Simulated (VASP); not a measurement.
A run of VASP 6.6.1 is set up as follows.

INCAR

```
  PREC = Accurate
  ENCUT = 520
  EDIFF = 1E-7
  ISMEAR = -1
  SIGMA = 0.01
  LREAL = Auto
  LASPH = True
  NELM = 80
  ALGO = Normal
  ISIF = 2
  LWAVE = False
  LCHARG = True
  GGA = PE
  LELF = True
  LVHAR = True
  NBANDS = 46
```

KPOINTS

```
Automatic mesh
0
Gamma
  2 2 3
```

File POSCAR:

```
AlN
1.0
    6.2595139150      0.0000000574      0.0000000000
   -3.1297570072      5.4208980363      0.0000000000
    0.0000000000      0.0000000000      5.0174032967
Al N
8 8
Direct
    0.3333333333      0.1666666667      0.4992353700
    0.1666666667      0.3333333333      0.9992353700
    0.3333333333      0.6666666667      0.4992353700
    0.1666666667      0.8333333333      0.9992353700
    0.8333333333      0.1666666667      0.4992353700
    0.6666666667      0.3333333333      0.9992353700
    0.8333333333      0.6666666667      0.4992353700
    0.6666666667      0.8333333333      0.9992353700
    0.3333333333      0.1666666667      0.8807646300
    0.1666666667      0.3333333333      0.3807646300
    0.3333333333      0.6666666667      0.8807646300
    0.1666666667      0.8333333333      0.3807646300
    0.8333333333      0.1666666667      0.8807646300
    0.6666666667      0.3333333333      0.3807646300
    0.8333333333      0.6666666667      0.8807646300
    0.6666666667      0.8333333333      0.3807646300
```

Potentials or basis: VASP PAW PBE potentials, release 64 (Al, N).

The run is started by

```sh
$ cat potpaw_PBE.64/Al/POTCAR potpaw_PBE.64/N/POTCAR > POTCAR
$ mpirun -np 1 vasp_std > vasp.out
```

(1) What does it give for the pressure?

(2) What does it give for the largest force?

(3) Predict the band gap on the k mesh.

Answers

(1) -0.2 GPa.

(2) 0.012 eV/Å.

(3) 4.04 eV.

Caveat: the k points lie up to 0.58 Å⁻¹ apart.
